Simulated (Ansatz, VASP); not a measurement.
This is a calculation of SnO2 for VASP 6.6.1.

File INCAR:

```
SYSTEM = SnO2
PREC = Accurate ; ENCUT = 520
EDIFF = 1E-7 ; ISMEAR = -1
SIGMA = 0.05 ; LREAL = .False.
LASPH = .True. ; NELM = 60
ALGO = Normal ; ISIF = 2
LWAVE = .False. ; LCHARG = .False.
GGA = PS ; NBANDS = 35
```

KPOINTS

```
Automatic mesh
0
Gamma
  6 6 8
  0 0 0
```

POSCAR

```
SnO2
1.0
    4.7693783979      0.0000000000      0.0000000000
    0.0000000000      4.7693783979      0.0000000000
    0.0000000000      0.0000000000      3.2076032640
Sn O
2 4
Direct
    0.5000000000      0.5000000000      0.5000000000
    0.0000000000      0.0000000000      0.0000000000
    0.8071000000      0.1929000000      0.5000000000
    0.6929000000      0.6929000000      0.0000000000
    0.1929000000      0.8071000000      0.5000000000
    0.3071000000      0.3071000000      0.0000000000
```

Potentials or basis: VASP PAW PBE potentials, release 64 (Sn_d, O).

Command:

```console
$ cat potpaw_PBE.64/Sn_d/POTCAR potpaw_PBE.64/O/POTCAR > POTCAR
$ mpirun -np 1 vasp_std > vasp.out
```

**Question.** Set up the same calculation for Ansatz 0.2.0. Potentials there: all-electron LAPW, scalar-relativistic.

**Answer.** As run (the cutoff follows the program's own potentials):

Contents of input.yaml:

```yaml
crystal:
  lattice:
    - [4.7693783979, 0.0, 0.0]
    - [0.0, 4.7693783979, 0.0]
    - [0.0, 0.0, 3.207603264]
  atoms:
    - { symbol: Sn, position: [0.5, 0.5, 0.5] }
    - { symbol: Sn, position: [0.0, 0.0, 0.0] }
    - { symbol: O, position: [0.8071, 0.1929, 0.5] }
    - { symbol: O, position: [0.6929, 0.6929, 0.0] }
    - { symbol: O, position: [0.1929, 0.8071, 0.5] }
    - { symbol: O, position: [0.3071, 0.3071, 0.0] }
kpoints:
  mp_grid: { grid: [6, 6, 8] }
scf:
  occupations: { method: fermi_dirac, width: 0.05 }
hamiltonian:
  xc: pbesol
  pseudopotentials: { kind: all_electron, lapw: { basis_error: 0.001 } }
output:
  forces: true
  stress: true
  eigenvalues: true
```

Potentials or basis: all-electron LAPW, scalar-relativistic.

Command:

```console
$ ansatz run input.yaml --threads 4 --pin off --max-ram 12288MiB --backend cpu --events-out ev --progress --plain --runs-dir out
```

Both were run:

|  | VASP | Ansatz | Ansatz less VASP |
| --- | --- | --- | --- |
| gap on the k mesh at the Fermi level (eV) | 0.95 | 0.96 | +0.010 |
| least direct gap on the mesh (eV) | 0.95 | 0.96 | +0.010 |
| pressure (GPa) | 1.1 | 0.5 | -0.67 |
| traceless stress, the component that is largest in VASP (GPa) | 0.63 | 0.40 | -0.234 |
| rms of the force components (eV/Å) | 0.070 | 0.060 | -0.0094 |

VASP's potentials were made for PBE, not for PBEsol. Atom by atom the forces differ by 0.009 eV/Å (rms over components). Ansatz ran all-electron here, and VASP with PAW potentials.
